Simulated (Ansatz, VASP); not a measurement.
**TaBi in VASP and in Ansatz**

File INCAR:

```
SYSTEM = TaBi
PREC = Accurate
ENCUT = 520
EDIFF = 1E-6
ISMEAR = 0
SIGMA = 0.05
LREAL = .False.
LASPH = .True.
NELM = 60
ALGO = Fast
ISIF = 2
LWAVE = .False.
LCHARG = .False.
GGA = PE
NBANDS = 20
```

File KPOINTS:

```
regular mesh
0
Gamma
  10 10 10
  0 0 0
```

File POSCAR:

```
TaBi
1.0
    0.0000000000      3.3347628194      3.3347628194
    3.3347628194      0.0000000000      3.3347628194
    3.3347628194      3.3347628194      0.0000000000
Ta Bi
1 1
Direct
    0.0000000000      0.0000000000      0.0000000000
    0.2500000000      0.2500000000      0.2500000000
```

Input for Ansatz:

```yaml
crystal:
  lattice:
    - [0.0, 3.3347628194, 3.3347628194]
    - [3.3347628194, 0.0, 3.3347628194]
    - [3.3347628194, 3.3347628194, 0.0]
  atoms:
    - { symbol: Ta, position: [0.0, 0.0, 0.0] }
    - { symbol: Bi, position: [0.25, 0.25, 0.25] }
basis:
  ecutwfc: 420
  ecutrho_ratio: 4
kpoints:
  mp_grid: { grid: [10, 10, 10] }
hamiltonian:
  xc: pbe
scf:
  occupations: { method: gaussian, width: 0.05 }
output:
  forces: true
  stress: true
  eigenvalues: true
```

Alike in both runs: task single point; functional PBE; k mesh 10 × 10 × 10; occupations gaussian, width 0.05 eV; no spin polarisation.

|  | VASP | Ansatz |
| --- | --- | --- |
| version | VASP 6.6.1 | Ansatz 0.2.0 |
| potentials or method | VASP PAW PBE potentials, release 64 (Ta_pv, Bi_d), cutoff 520 eV | scalar-relativistic, plane waves, PAW |
| valence electrons in the cell | 26 | 28 |

VASP gave:

- gap on the k mesh at the Fermi level (eV): none
- pressure (GPa): -4.9

Q: Estimate Ansatz's values.

A: gap on the k mesh at the Fermi level (eV): none; pressure (GPa): -4.8.

A gap of «none» marks a metal or a gap that the smearing closes. With one functional, cell and mesh, what is left measures potentials, basis and numerics. VASP's potentials hold 26 valence electrons a cell and Ansatz's 28, so a difference there can come from the potentials and not from the codes.

Spin-orbit coupling is off throughout.
